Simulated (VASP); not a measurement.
Set up this calculation in VASP 6.6.1, as the native input.

| Item | Value |
| --- | --- |
| Task | single point |
| Functional | LDA |
| Potentials or basis | VASP PAW LDA potentials, release 64 (Cd, S) |
| Cutoff | 520 eV |
| k mesh | 9 × 9 × 9 |
| Occupations | fermi-dirac, width 0.02 eV |
| Spin | no spin polarisation |
| Dipole correction | no |
| Further INCAR settings | ALGO = Normal; EDIFF = 1e-06; NBANDS = 16 |

The structure of CdS lies in POSCAR:

```
CdS
1.0
    0.0000000000      2.6697820582      2.6697820582
    2.6697820582      0.0000000000      2.6697820582
    2.6697820582      2.6697820582      0.0000000000
Cd S
1 1
Direct
    0.0000000000      0.0000000000      0.0000000000
    0.5000000000      0.5000000000      0.5000000000
```

The input as run:

INCAR

```
  PREC = Accurate
  ENCUT = 520
  EDIFF = 1E-6
  ISMEAR = -1
  SIGMA = 0.02
  LREAL = False
  LASPH = True
  NELM = 100
  ALGO = Normal
  ISIF = 2
  LWAVE = False
  LCHARG = True
  LELF = True
  LVHAR = True
  NBANDS = 16
```

KPOINTS

```
Automatic mesh
0
Gamma
  9 9 9
```

Potentials or basis: VASP PAW LDA potentials, release 64 (Cd, S).

Command:

```console
$ cat potpaw_LDA.64/Cd/POTCAR potpaw_LDA.64/S/POTCAR > POTCAR
$ mpirun -np 1 vasp_std > vasp.out
```

It gave:

| Quantity | Value |
| --- | --- |
| Pressure | 0.7 GPa |
| Band gap on the k mesh | 0.15 eV, indirect (least direct gap 1.95 eV) |

Run time: 9.2 s on 1 thread of Intel(R) Xeon(R) 6975P-C (Granite Rapids), on a shared host, peak memory 0.14 GiB.
